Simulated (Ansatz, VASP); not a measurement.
# Two plane-wave programs on TaN

```
Ta N
1.0
     5.91528    0.14088    0.04409
     0.14088    5.64780   -0.21983
     0.04409   -0.21983    5.51985
Ta N
8 8
Direct
  0.48794 0.14332 0.15647
  0.33073 0.27452 0.67037
  0.66024 0.87882 0.72395
  0.49005 0.64176 0.25304
  0.96916 0.37247 0.16597
  0.97379 0.85567 0.15748
  0.12400 0.70984 0.68685
  0.80635 0.31520 0.60973
  0.03807 0.07755 0.51073
  0.80251 0.60901 0.94580
  0.90279 0.66315 0.42500
  0.23405 0.98805 0.92145
  0.22920 0.61898 0.03434
  0.79690 0.14308 0.94835
  0.53999 0.97595 0.44766
  0.47995 0.58317 0.60297
```

Alike in both runs: task single point; functional PBE; k mesh 4 × 4 × 4; occupations fermi-dirac, width 0.2482 eV; no spin polarisation.

|  | VASP | Ansatz |
| --- | --- | --- |
| version | VASP 6.6.1 | Ansatz 0.2.0 |
| potentials or method | VASP PAW PBE potentials, release 64 (Ta_pv, N), cutoff 520 eV | scalar-relativistic, plane waves, PAW |
| valence electrons in the cell | 128 | 144 |

|  | VASP | Ansatz | Ansatz less VASP |
| --- | --- | --- | --- |
| gap on the k mesh at the Fermi level (eV) | none | none | - |
| rms of the force components (eV/Å) | 2.142 | 2.113 | -0.0288 |

Atom by atom the forces differ by 0.038 eV/Å (rms over components). A gap of «none» marks a metal or a gap that the smearing closes. With one functional, cell and mesh, what is left measures potentials, basis and numerics. VASP's potentials hold 128 valence electrons a cell and Ansatz's 144, so a difference there can come from the potentials and not from the codes.

Spin-orbit coupling is off throughout.
